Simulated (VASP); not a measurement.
# Mo in VASP: single point with PBEsol

Aim: the single point of Mo with PBEsol.

Everything below comes from runs of VASP 6.6.1. Logs are shortened: lines on timing, memory, paths and dates and some standing lists are left out, and cuts for length are marked.

## (1) The cell of the first run

The cell holds a slab with vacuum, 7 atoms: a = 2.715 Å, b = 2.715 Å, c = 25.301 Å, α = 90.00°, β = 90.00°, γ = 109.47°.

## (2) Single point, PBEsol

INCAR reads:

```
SYSTEM = Mo
ALGO = Normal
EDIFF = 1E-7
ENCUT = 520
GGA = PS
ISIF = 2
ISMEAR = 1
LASPH = .True.
LCHARG = .False.
LREAL = .False.
LWAVE = .False.
NBANDS = 58
NELM = 80
PREC = Accurate
SIGMA = 0.1
```

KPOINTS reads:

```
k-points
0
Gamma
  16 16 1
  0 0 0
```

POSCAR reads:

```
Mo
1.0
    2.7149896409      0.0000000000      0.0000000000
   -0.9049965470      2.5597167812      0.0000000000
    0.0000000000      0.0000000000     25.3006785541
Mo
7
Direct
    0.0000000000      0.0000000000      0.2415838448
    0.5000000000      0.5000000000      0.3248899047
    0.0000000000      0.0000000000      0.4124928826
    0.5000000000      0.5000000000      0.5000000000
    0.0000000000      0.0000000000      0.5875071174
    0.5000000000      0.5000000000      0.6751100953
    0.0000000000      0.0000000000      0.7584161552
```

Potentials or basis: VASP PAW PBE potentials, release 64 (Mo_sv).

Launch:

```console
cat potpaw_PBE.64/Mo_sv/POTCAR > POTCAR
mpirun -np 1 vasp_std > vasp.out
```

OUTCAR:

```text
SYSTEM = Mo
   EDIFF = 1E-7
   ENCUT = 520
   GGA = PS
   ISIF = 2
   ISMEAR = 1
   LASPH = .True.
   LREAL = .False.
   NELM = 80
   PREC = Accurate

 ion  position               nearest neighbor table
   1  0.000  0.000  0.242-   2 2.63   2 2.63   2 3.06   2 3.06
   2  0.500  0.500  0.325-   1 2.63   1 2.63   3 2.71   3 2.71   1 3.06   1 3.06   3 3.13   3 3.13

   3  0.000  0.000  0.412-   4 2.71   4 2.71   2 2.71   2 2.71   4 3.13   4 3.13   2 3.13   2 3.13

   4  0.500  0.500  0.500-   3 2.71   5 2.71   3 2.71   5 2.71   3 3.13   5 3.13   3 3.13   5 3.13

   5  0.000  0.000  0.588-   4 2.71   4 2.71   6 2.71   6 2.71   4 3.13   4 3.13   6 3.13   6 3.13

   6  0.500  0.500  0.675-   7 2.63   7 2.63   5 2.71   5 2.71   7 3.06   7 3.06   5 3.13   5 3.13

   7  0.000  0.000  0.758-   6 2.63   6 2.63   6 3.06   6 3.06

  LATTYP: Found a base centered orthorhombic cell.
 ALAT       =     3.1350000000
 B/A-ratio  =     1.4142135624
 C/A-ratio  =     8.0703918833

  Lattice vectors:

 A1 = (   2.7149896409,   0.0000000000,   0.0000000000)
 A2 = (  -0.9049965470,   2.5597167812,   0.0000000000)
 A3 = (   0.0000000000,   0.0000000000,  25.3006785541)

Analysis of symmetry for initial positions (statically):
=====================================================================
 Subroutine PRICEL returns:
 Original cell was already a primitive cell.

 Routine SETGRP: Setting up the symmetry group for a
 base centered orthorhombic supercell.

 Subroutine GETGRP returns: Found  8 space group operations
 (whereof  8 operations were pure point group operations)
 out of a pool of  8 trial point group operations.

The static configuration has the point symmetry D_2h.

Analysis of symmetry for dynamics (positions and initial velocities):
=====================================================================
 Subroutine PRICEL returns:
 Original cell was already a primitive cell.

 Routine SETGRP: Setting up the symmetry group for a
 base centered orthorhombic supercell.

 Subroutine GETGRP returns: Found  8 space group operations
 (whereof  8 operations were pure point group operations)
 out of a pool of  8 trial point group operations.

The dynamic configuration has the point symmetry D_2h.

 Subroutine INISYM returns: Found  8 space group operations
 (whereof  8 operations are pure point group operations),
 and found     1 'primitive' translations

----------------------------------------------------------------------------------------

                                     Primitive cell

  volume of cell :     175.8297

  direct lattice vectors                    reciprocal lattice vectors
     2.714989641  0.000000000  0.000000000     0.368325531  0.130222740  0.000000000
    -0.904996547  2.559716781  0.000000000     0.000000000  0.390668221  0.000000000
     0.000000000  0.000000000 25.300678554     0.000000000  0.000000000  0.039524632

  length of vectors
     2.714989641  2.714989641 25.300678554     0.390668221  0.390668221  0.039524632

  position of ions in fractional coordinates (direct lattice)
     0.000000000  0.000000000  0.241583845
     0.500000000  0.500000000  0.324889905
     0.000000000  0.000000000  0.412492883
     0.500000000  0.500000000  0.500000000
     0.000000000  0.000000000  0.587507117
     0.500000000  0.500000000  0.675110095
     0.000000000  0.000000000  0.758416155

  ion indices of the primitive-cell ions
   primitive index   ion index
                 1           1
                 2           2
                 3           3
                 4           4
                 5           5
                 6           6
                 7           7

----------------------------------------------------------------------------------------

 KPOINTS: k-points

Automatic generation of k-mesh.
 Grid dimensions read from file:
 generate k-points for:   16   16    1

 Generating k-lattice:

  Cartesian coordinates                     Fractional coordinates (reciprocal lattice)
     0.023020346  0.008138921  0.000000000     0.062500000  0.000000000  0.000000000
     0.000000000  0.024416764  0.000000000     0.000000000  0.062500000  0.000000000
     0.000000000  0.000000000  0.039524632     0.000000000  0.000000000  1.000000000

  Length of vectors
     0.024416764  0.024416764  0.039524632

  Shift w.r.t. Gamma in fractional coordinates (k-lattice)
     0.000000000  0.000000000  0.000000000

 Subroutine IBZKPT returns following result:
 ===========================================

 Found     73 irreducible k-points:

 Following reciprocal coordinates:
            Coordinates               Weight
  0.000000  0.000000  0.000000      1.000000
  0.062500  0.000000  0.000000      4.000000
  0.125000  0.000000  0.000000      4.000000
  0.187500  0.000000  0.000000      4.000000
  0.250000  0.000000  0.000000      4.000000
  0.312500  0.000000  0.000000      4.000000
[... 16 lines left out ...]
 -0.125000  0.062500  0.000000      4.000000
 -0.062500  0.062500  0.000000      2.000000
 [... further k-points ...]
   k-points           NKPTS =     73   k-points in BZ     NKDIM =     73   number of bands    NBANDS=     58
   number of dos      NEDOS =    301   number of ions     NIONS =      7
   total plane-waves  NPLWV =  76800
   dimension x,y,z NGX =    20 NGY =   20 NGZ =  192
   dimension x,y,z NGXF=    40 NGYF=   40 NGZF=  384
   ions per type =               7
   NGX,Y,Z   is equivalent  to a cutoff of  12.25, 12.25, 12.62 a.u.
   NGXF,Y,Z  is equivalent  to a cutoff of  24.49, 24.49, 25.23 a.u.
 SYSTEM =  Mo
   PREC   = accura    normal or accurate (medium, high low for compatibility)
   ISTART =      0    job   : 0-new  1-cont  2-samecut
   ICHARG =      2    charge: 1-file 2-atom 10-const
   ISPIN  =      1    spin polarized calculation?
   LNONCOLLINEAR =      F non collinear calculations
   LSORBIT =      F    spin-orbit coupling
   LASPH  =      T    aspherical Exc in radial PAW
   ENCUT  =  520.0 eV  38.22 Ry    6.18 a.u.   5.05  5.05 47.04*2*pi/ulx,y,z
   NELM   =     80;   NELMIN=  2; NELMDL= -5     # of ELM steps
   EDIFF  = 0.1E-06   stopping-criterion for ELM
   LREAL  =      F    real-space projection
   EDIFFG = 0.1E-05   stopping-criterion for IOM
   NSW    =      0    number of steps for IOM
   IBRION =     -1    ionic relax: 0-MD 1-quasi-New 2-CG
   NFREE  =      0    steps in history (QN), initial steepest desc. (CG)
   ISIF   =      2    stress and relaxation
   ISYM   =      2    0-nonsym 1-usesym 2-fastsym
   POTIM  = 0.5000    time-step for ionic-motion
   TEBEG  =    0.0;   TEEND  =   0.0 temperature during run
   PSTRESS=    0.0 pullay stress
   NELECT =      98.0000    total number of electrons
   NUPDOWN=      -1.0000    fix difference up-down
   EMIN   =  10.00;   EMAX   =-10.00  energy-range for DOS
   EFERMI =   0.00;   METHOD = LEGACY
   ISMEAR =     1;   SIGMA  =   0.10  broadening in eV -4-tet -1-fermi 0-gaus
   EFERMI_NEDOS =   21; number of points for ismear=-14 and -15
   IALGO  =     38    algorithm
   IMIX   =      4    mixing-type and parameters
     AMIX     =   0.40;   BMIX     =  1.00
     AMIX_MAG =   1.60;   BMIX_MAG =  1.00
  volume/ion in A,a.u.               =      25.12       169.51
  Fermi-wavevector in a.u.,A,eV,Ry     =   1.347264  2.545960 24.696218  1.815121
  Thomas-Fermi vector in A             =   2.475029
   LORBIT       =      0    0 simple, 1 ext, 2 COOP (PROOUT), +10 PAW based schemes
   GGA     = PS    functional components
   LHFCALC =     F    Hartree Fock is set to
   AEXX    =    0.0000 exact exchange contribution
   IVDW    =     0    specifies the selected vdW correction
   LEPSILON=     F    determine dielectric tensor
   LRPA    =     F    only Hartree local field effects (RPA)
 non-spin polarized calculation
 Methfessel and Paxton  Order N= 1 SIGMA  =   0.10
  energy-cutoff  :      520.00
  volume of cell :      175.83
 maximum number of plane-waves:      4784
   NGX = 11   NGY = 11   NGZ = 95

 number of electron      97.9999987 magnetization

 Free energy of the ion-electron system (eV)
  ---------------------------------------------------
  ext. energy  EPLUGINS =         0.00000000
  ---------------------------------------------------
  free energy    TOTEN  =       -79.77415020 eV

  energy without entropy =      -79.77235947  energy(sigma->0) =      -79.77355329

 E-fermi :   6.0660     XC(G=0):  -9.1044

 val. band max:        6.0607189504   @ k =   0.4375   0.0625   0.0000
 cond. band min:       6.0727874439   @ k =   0.3125   0.1250   0.0000
 fundamental gap:      0.0120684935
 Fermi energy:         6.0660431417

 k-point     1 :       0.0000    0.0000    0.0000
  band No.  band energies     occupation
      1     -55.1279      2.00000
      2     -55.1081      2.00000
      3     -55.0411      2.00000
      4     -54.9494      2.00000
      5     -54.8741      2.00000
      6     -54.7970      2.00000
[... 50 lines left out ...]
     57       7.5915     -0.00000
     58       7.6583     -0.00000

 k-point     2 :       0.0625    0.0000    0.0000
  band No.  band energies     occupation
      1     -55.1201      2.00000
      2     -55.1008      2.00000
      3     -55.0347      2.00000
      4     -54.9444      2.00000
      5     -54.8705      2.00000
      6     -54.7933      2.00000
[... 50 lines left out ...]
     57       7.3640     -0.00000
     58       7.5373     -0.00000

 k-point     3 :       0.1250    0.0000    0.0000
  band No.  band energies     occupation
      1     -55.0976      2.00000
      2     -55.0796      2.00000
      3     -55.0164      2.00000
      4     -54.9302      2.00000
      5     -54.8603      2.00000
      6     -54.7830      2.00000
[... 1216 lines left out ...]
      3     -55.0162      2.00000
      4     -54.9275      2.00000
      5     -54.8551      2.00000
      6     -54.7779      2.00000
[... 50 lines left out ...]
     57       6.8654     -0.00000
     58       7.2439     -0.00000

 k-point    24 :      -0.0625    0.0625    0.0000
  band No.  band energies     occupation
      1     -55.1175      2.00000
      2     -55.0980      2.00000
      3     -55.0315      2.00000
      4     -54.9407      2.00000
      5     -54.8661      2.00000
      6     -54.7890      2.00000
[... 50 lines left out ...]
     57       7.1899     -0.00000
     58       7.2411     -0.00000

 [... further k-points ...]

------------------------ aborting loop because EDIFF is reached ----------------------------------------

  FORCE on cell =-STRESS in cart. coord.  units (eV):
  Direction    XX          YY          ZZ          XY          YZ          ZX
  --------------------------------------------------------------------------------------
  -------------------------------------------------------------------------------------
  Total       -3.1727559     -3.1123470      0.3282702      0.0854310      0.0000000      0.0000000
  in kB      -28.9104584    -28.3600073      2.9912300      0.7784555      0.0000000      0.0000000
  external PRESSURE =     -18.0930786 kB  Pullay stress =       0.0000000 kB

 VOLUME and BASIS-vectors are now :
 -----------------------------------------------------------------------------
  energy-cutoff  :      520.00
  volume of cell :      175.83
      direct lattice vectors                 reciprocal lattice vectors
     2.714989641  0.000000000  0.000000000     0.368325531  0.130222740  0.000000000
    -0.904996547  2.559716781  0.000000000     0.000000000  0.390668221  0.000000000
     0.000000000  0.000000000 25.300678554     0.000000000  0.000000000  0.039524632

 POSITION                                       TOTAL-FORCE (eV/Angst)
 -----------------------------------------------------------------------------------
      0.00000      0.00000      6.11224        -0.000000      0.000000     -0.031217
      0.90500      1.27986      8.21994         0.000000      0.000000      0.005190
      0.00000      0.00000     10.43635        -0.000000     -0.000000      0.000732
      0.90500      1.27986     12.65034        -0.000000      0.000000      0.000000
      0.00000      0.00000     14.86433        -0.000000      0.000000     -0.000732
      0.90500      1.27986     17.08074         0.000000     -0.000000     -0.005190
      0.00000      0.00000     19.18844         0.000000      0.000000      0.031217
 -----------------------------------------------------------------------------------
    total drift:                               -0.000000      0.000000      0.000000

  FREE ENERGIE OF THE ION-ELECTRON SYSTEM (eV)
  ---------------------------------------------------
  free  energy   TOTEN  =       -79.7741502034 eV

  energy  without entropy=      -79.7723594687  energy(sigma->0) =      -79.77355329
```

It took 13 min on 1 thread of Intel Xeon 6975P-C (Granite Rapids), shared host; peak memory 0.58 GiB.

What came out:

- Free energy: -79.7742 eV
- Largest force: 0.031 eV/Å
- Band gap on the k mesh: zero (bands 49 and 50 overlap by 2.34 eV)

Forces in eV/Å, atoms in the order of the input:
```
Mo   0.000  0.000 -0.031
Mo   0.000  0.000  0.005
Mo   0.000  0.000  0.001
Mo   0.000  0.000  0.000
Mo   0.000  0.000 -0.001
Mo   0.000  0.000 -0.005
Mo   0.000  0.000  0.031
```

Levels at points of the mesh, in eV from the Fermi level:
```tsv
k point	band 46	band 47	band 48	band 49	band 50	band 51	band 52	band 53
(0.00, 0.00, 0.00)	-1.31	-1.29	-1.13	-0.90	-0.12	-0.02	0.88	1.11
(0.50, 0.00, 0.00)	-0.03	0.46	1.15	1.37	1.40	1.54	1.61	1.62
(0.50, 0.50, 0.00)	0.43	0.48	1.00	1.19	1.20	1.31	1.68	2.36
```

Caveat: there is no dipole correction, which matters where the two faces differ; the PAW data sets were made with another functional, which shifts forces and pressure a little.
